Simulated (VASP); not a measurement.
Runs of VASP 6.6.1 on Na4F. The structure is that of space group Im-3m (No. 229), or close to it. The cells are those of the table. The cell was built from a structure type or drawn by symmetry, and may not be a known phase.

| task | spin | cell | cutoff (eV) | gap on the mesh (eV) | pressure (GPa) | moment (μB) |
| --- | --- | --- | --- | --- | --- | --- |
| single point | off | a = 4.916 Å, angles 109.5°, 5 atoms | 520 | none | 8.1 | - |
| relaxation of cell and atoms | off | relaxed from a = 4.916 Å, angles 109.5°, 5 atoms | 600 | none | 0.1 | - |
| single point | collinear | a = 4.916 Å, angles 109.5°, 5 atoms | 520 | none | 8.1 | 0.27 |
| single point | collinear | a = 5.515 Å, angles 109.5°, 5 atoms | 520 | none | -0.1 | 0.29 |
| single point | off | a = 5.515 Å, angles 109.5°, 5 atoms | 520 | none | (a) | - |

Alike in all rows: level PBE; potentials or basis VASP PAW PBE potentials, release 64 (Na_pv, F); k mesh 4 × 4 × 4; smearing gaussian 0.1 eV.

Task: Estimate the missing entries.

Result: (a) -0.2.

Caveats: some runs use coarse meshes; an odd number of electrons without spin polarisation forces a metal (at least some runs); a magnetic or distorted state may lie lower (at least some runs).

A gap of «none» marks levels without a gap at the run's occupations.
